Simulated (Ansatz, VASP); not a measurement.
## H: VASP beside Ansatz

```xyz
1
Lattice="14.0000 0.0000 0.0000 0.0000 14.4000 0.0000 0.0000 0.0000 14.8000" Properties=species:S:1:pos:R:3 pbc="T T T"
H     7.0000    7.2000    7.4000
```

Alike in both runs: task single point; functional revPBE; k mesh 1 × 1 × 1; occupations fermi-dirac, width 0.01 eV; collinear spin.

|  | VASP | Ansatz |
| --- | --- | --- |
| version | VASP 6.6.1 | Ansatz 0.2.0 |
| potentials or method | VASP PAW PBE potentials, release 64 (H), cutoff 520 eV | plane waves (420 eV) with PAW, scalar-relativistic |
| valence electrons in the cell | 1 | 1 |

Ansatz gave:

| Quantity | Value |
| --- | --- |
| gap on the k mesh at the Fermi level (eV) | 7.45 |
| net moment per atom (μB) | 1.00 |
| size of the moment on the site where the two differ most (μB) | 1.00 |

Task: Estimate VASP's values.

Result: gap on the k mesh at the Fermi level (eV): 7.45; net moment per atom (μB): 1.00; size of the moment on the site where the two differ most (μB): 0.38.

VASP's potentials were made for PBE, not for revPBE. Site moments also hang on the region over which each program counts them. Ansatz's warnings: nearly empty spin channel levels not settled, published levels not confirmed, stability check not made, xc potential rough in thin density.
